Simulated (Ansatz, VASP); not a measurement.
Al: VASP beside Ansatz

```
Al
1.0
     0.00000    1.86206    2.02398
     1.86206    0.00000    2.02398
     1.86206    1.86206    0.00000
Al
1
Direct
  0.00000 0.00000 0.00000
```

Change from the starting cell: strain -0.080 along x and y, +0.000 along z, atoms carried along.

Alike in both runs: task single point; functional r2SCAN; k mesh 20 × 20 × 20; occupations gaussian, width 0.15 eV; no spin polarisation.

|  | VASP | Ansatz |
| --- | --- | --- |
| version | VASP 6.6.1 | Ansatz 0.2.0 |
| potentials or method | VASP PAW PBE potentials, release 64 (Al), cutoff 520 eV | scalar-relativistic, plane waves, PAW |
| valence electrons in the cell | 3 | 3 |

VASP gave:

| Property | Result |
| --- | --- |
| gap on the k mesh at the Fermi level (eV) | none |
| pressure (GPa) | 15.6 |
| traceless stress, the component that is largest in VASP (GPa) | -7.87 |

Question: Which values does Ansatz return?

Answer: gap on the k mesh at the Fermi level (eV): none; pressure (GPa): 16.0; traceless stress, the component that is largest in VASP (GPa): -7.87.

VASP's potentials were made for PBE, not for r2SCAN. A gap of «none» marks a metal or a gap that the smearing closes. The functional is the same, so the differences come from potentials, cutoffs and numerics.
